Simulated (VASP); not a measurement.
Here is a VASP 6.6.1 calculation.

File INCAR:

```
ALGO = Fast ; EDIFF = 1E-6
ENCUT = 520 ; GGA = PE
ISIF = 2 ; ISMEAR = 0
LASPH = True ; LCHARG = False
LREAL = False ; LWAVE = False
NBANDS = 21 ; NELM = 60
PREC = Accurate ; SIGMA = 0.15
```

Contents of KPOINTS:

```
k-points
0
Gamma
  24 24 12
```

File POSCAR:

```
Ru
1.0
    2.7057993342      0.0000000000      0.0000000000
   -1.3528996671      2.3432909610      0.0000000000
    0.0000000000      0.0000000000      4.2819000000
Ru
2
Direct
    0.3333333333      0.6666666667      0.1799376445
    0.6666666667      0.3333333333      0.7500000000
```

Potentials or basis: VASP PAW PBE potentials, release 64 (Ru_pv).

Launch:

```sh
$ cat potpaw_PBE.64/Ru_pv/POTCAR > POTCAR
$ mpirun -np 1 vasp_std > vasp.out
```

Task: What does it give for the pressure?

Result: 21.8 GPa.

Task: What does it give for the band gap on the k mesh?

Result: Zero (bands 14 and 15 overlap by 2.57 eV).

Task: Predict the largest force.

Result: 4.792 eV/Å.

Forces in eV/Å, atoms in the order of the input:
```
Ru   0.000  0.000  4.792
Ru   0.000  0.000 -4.792
```

Caveat: the cell differs from its parent crystal (atom 1 (Ru) moved by (+0.000, -0.300) A along y and z); the stress differs along the axes, from 15 to 36 GPa; forces of over 1 eV/Å act on the atoms, so gaps and moduli don't describe the material at rest.
